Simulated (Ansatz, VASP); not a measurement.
# One calculation of CdSe, two programs

File INCAR:

```
PREC = Accurate ; ENCUT = 500
EDIFF = 1E-6 ; ISMEAR = 1
SIGMA = 0.5 ; LREAL = False
LASPH = True ; NELM = 120
ALGO = Normal ; ISIF = 2
LWAVE = False ; LCHARG = True
GGA = PS ; LELF = True
LVHAR = True ; NBANDS = 16
GGA_COMPAT = False
```

Contents of KPOINTS:

```
Automatic mesh
0
Gamma
  6 6 6
```

Contents of POSCAR:

```
CdSe
1.0
    0.0000000000      2.8429458735      2.8429458735
    2.8429458735      0.0000000000      2.8429458735
    2.8429458735      2.8429458735      0.0000000000
Cd Se
1 1
Direct
    0.0000000000      0.0000000000      0.0000000000
    0.5000000000      0.5000000000      0.5000000000
```

Input for Ansatz:

```yaml
crystal:
  lattice:
    - [0.0, 2.8429458735, 2.8429458735]
    - [2.8429458735, 0.0, 2.8429458735]
    - [2.8429458735, 2.8429458735, 0.0]
  atoms:
    - { symbol: Cd, position: [0.0, 0.0, 0.0] }
    - { symbol: Se, position: [0.5, 0.5, 0.5] }
kpoints:
  mp_grid: { grid: [6, 6, 6] }
hamiltonian:
  xc: pbesol
scf:
  occupations: { method: methfessel_paxton, width: 0.5 }
  n_extra_bands: 4
output:
  forces: true
  stress: true
  eigenvalues: true
```

Alike in both runs: task single point; functional PBEsol; k mesh 6 × 6 × 6; occupations methfessel-paxton of order 1, width 0.5 eV; no spin polarisation.

|  | VASP | Ansatz |
| --- | --- | --- |
| version | VASP 6.6.1 | Ansatz 0.2.0 |
| potentials or method | VASP PAW PBE potentials, release 64 (Cd, Se) | plane waves |
| plane-wave cutoff (eV) | 500 | 420 |
| valence electrons in the cell | 18 | 36 |

|  | VASP | Ansatz | Ansatz less VASP |
| --- | --- | --- | --- |
| pressure (GPa) | -1.6 | -2.0 | -0.41 |

VASP's potentials were made for PBE, not for PBEsol. VASP's potentials hold 18 valence electrons a cell and Ansatz's 36, so a difference there can come from the potentials and not from the codes.
